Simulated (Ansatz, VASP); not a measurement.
Two plane-wave programs on Te5Mo

INCAR

```
SYSTEM = Te5Mo
ALGO = Normal
EDIFF = 1E-7
ENCUT = 520
GGA = PE
ISIF = 2
ISMEAR = 0
ISPIN = 2
LASPH = .TRUE.
LCHARG = .TRUE.
LELF = .TRUE.
LMAXMIX = 4
LORBIT = 11
LREAL = .FALSE.
LVHAR = .TRUE.
LWAVE = .FALSE.
MAGMOM = 0 0 0 0 0 1
NBANDS = 35
NELM = 150
PREC = Accurate
SIGMA = 0.1
```

Contents of KPOINTS:

```
k-points
0
G
  6 6 1
  0 0 0
```

The input POSCAR:

```
Te5Mo
1.0
    3.6916714347      0.0000000000      0.0000000000
   -1.8458357173      3.1970812448      0.0000000000
    0.0000000000      0.0000000000     15.3570770436
Te Mo
5 1
Direct
    0.6666666667      0.3333333333      0.8850774156
    0.3333333333      0.6666666667      0.6436112268
    0.6666666667      0.3333333333      0.5000000000
    0.3333333333      0.6666666667      0.3563887732
    0.6666666667      0.3333333333      0.1149225844
    0.3333333333      0.6666666667      0.0000000000
```

Input for Ansatz:

```yaml
crystal:
  lattice:
    - [3.6916715152, 0.0, 0.0]
    - [-1.8458357576, 3.1970813146, 0.0]
    - [0.0, 0.0, 15.3570751295]
  atoms:
    - { symbol: Te, position: [0.6666666667, 0.3333333333, 0.8850774062] }
    - { symbol: Te, position: [0.3333333333, 0.6666666667, 0.6436112396] }
    - { symbol: Te, position: [0.6666666667, 0.3333333333, 0.5] }
    - { symbol: Te, position: [0.3333333333, 0.6666666667, 0.3563887604] }
    - { symbol: Te, position: [0.6666666667, 0.3333333333, 0.1149225938] }
    - { symbol: Mo, position: [0.3333333333, 0.6666666667, 0.0], spin: 1.0 }
basis:
  ecutwfc: 420
kpoints:
  mp_grid: { grid: [6, 6, 1] }
hamiltonian:
  xc: pbe
scf:
  occupations: { method: gaussian, width: 0.1 }
  lower_state_search: "off"
output:
  forces: true
  stress: true
  eigenvalues: true
  populations: true
magnetization:
  spin_polarized: true
```

Change from the starting cell: species swapped into the CeMg5 type (P-6m2, No. 187).

Alike in both runs: task single point; functional PBE; k mesh 6 × 6 × 1; occupations gaussian, width 0.1 eV; collinear spin.

```csv
,VASP,Ansatz
version,VASP 6.6.1,Ansatz 0.2.0
potentials or method,"VASP PAW PBE potentials, release 64 (Te, Mo_sv), cutoff 520 eV","scalar-relativistic, plane waves, PAW"
valence electrons in the cell,44,94
```

VASP gave:

```
gap on the k mesh at the Fermi level (eV)                     : none
pressure (GPa)                                                : 0.0
traceless stress, the component that is largest in VASP (GPa) : 0.07
rms of the force components (eV/Å)                            : 0.009
net moment per atom (μB)                                      : 0.00
```

Task: Estimate Ansatz's values.

Result: gap on the k mesh at the Fermi level (eV): none; pressure (GPa): 0.0; traceless stress, the component that is largest in VASP (GPa): 0.02; rms of the force components (eV/Å): 0.013; net moment per atom (μB): 0.00.

Atom by atom the forces differ by 0.004 eV/Å (rms over components). A gap of «none» marks a metal or a gap that the smearing closes. VASP's potentials hold 44 valence electrons a cell and Ansatz's 94, so a difference there can come from the potentials and not from the codes. Ansatz's warnings: seeded moment not kept.

The k mesh is coarse, so the values compare programs but aren't converged. Neither program's run includes spin-orbit coupling.
